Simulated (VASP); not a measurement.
A run of VASP 6.6.1 is set up as follows.

The input INCAR:

```
  PREC = Accurate
  ENCUT = 600
  EDIFF = 1E-6
  ISMEAR = 0
  SIGMA = 0.2
  LREAL = F
  LASPH = T
  NELM = 120
  ALGO = Normal
  ISIF = 2
  LWAVE = F
  LCHARG = T
  GGA = PE
  LELF = T
  LVHAR = T
  NBANDS = 26
  GGA_COMPAT = F
```

KPOINTS

```
Automatic mesh
0
Gamma
  5 5 3
```

File POSCAR:

```
Si2WC3
1.0
    4.2856506328     -0.0000000031      0.0000000000
   -2.1428253137      3.7114823213      0.0000000000
    0.0000000000      0.0000000000      6.6085663773
Si W C
2 1 3
Direct
    0.3333333333      0.6666666667      0.0000000000
    0.6666666667      0.3333333333      0.0000000000
    0.0000000000      0.0000000000      0.5000000000
    0.0000000000      0.0000000000      0.7996641485
    0.0000000000      0.0000000000      0.2003358515
    0.0000000000      0.0000000000      0.0000000000
```

Potentials or basis: VASP PAW PBE potentials, release 64 (Si, W_sv, C).

The run is started by

```bash
$ cat potpaw_PBE.64/Si/POTCAR potpaw_PBE.64/W_sv/POTCAR potpaw_PBE.64/C/POTCAR > POTCAR
$ mpirun -np 1 vasp_std > vasp.out
```

**Question.** Estimate the band gap on the k mesh.

**Answer.** Zero (bands 17 and 18 overlap by 0.78 eV).

**Question.** What does it give for the pressure?

**Answer.** 0.4 GPa.

**Question.** What does it give for the largest force?

**Answer.** 0.012 eV/Å.

Forces in eV/Å, atoms in the order of the input:
```
Si   0.000  0.000  0.000
Si   0.000  0.000  0.000
W    0.000  0.000  0.000
C    0.000  0.000 -0.012
C    0.000  0.000  0.012
C    0.000  0.000  0.000
```

Caveat: spin-orbit coupling is left out, which moves the levels of the heavy elements.
